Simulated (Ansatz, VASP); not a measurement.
# Two plane-wave programs on SrO

```
Sr O
1.0
     0.00000    2.53507    2.53507
     2.53507    0.00000    2.53507
     2.53507    2.53507    0.00000
Sr O
1 1
Direct
  0.00000 0.00000 0.00000
  0.50000 0.50000 0.50000
```

Change from the starting cell: volume scaled by 0.96, PAW files.

Alike in both runs: task electric field gradients; functional LDA; k mesh 8 × 8 × 8; occupations fermi-dirac, width 0.02 eV; no spin polarisation.

```csv
,VASP,Ansatz
version,VASP 6.6.1,Ansatz 0.2.0
potentials or method,"VASP PAW LDA potentials, release 64 (Sr_sv, O)","PAW with Ansatz's default frozen-core files, scalar-relativistic"
plane-wave cutoff (eV),520,420
valence electrons in the cell,16,16
```

VASP gave:

* gap on the k mesh at the Fermi level (eV): 3.06
* pressure (GPa): 0.5

Problem. What did Ansatz give for the same quantities?

Solution. gap on the k mesh at the Fermi level (eV): 3.13; pressure (GPa): -0.4.

LDA's correlation is that of Perdew and Zunger in VASP and of Perdew and Wang (1992) in Ansatz.
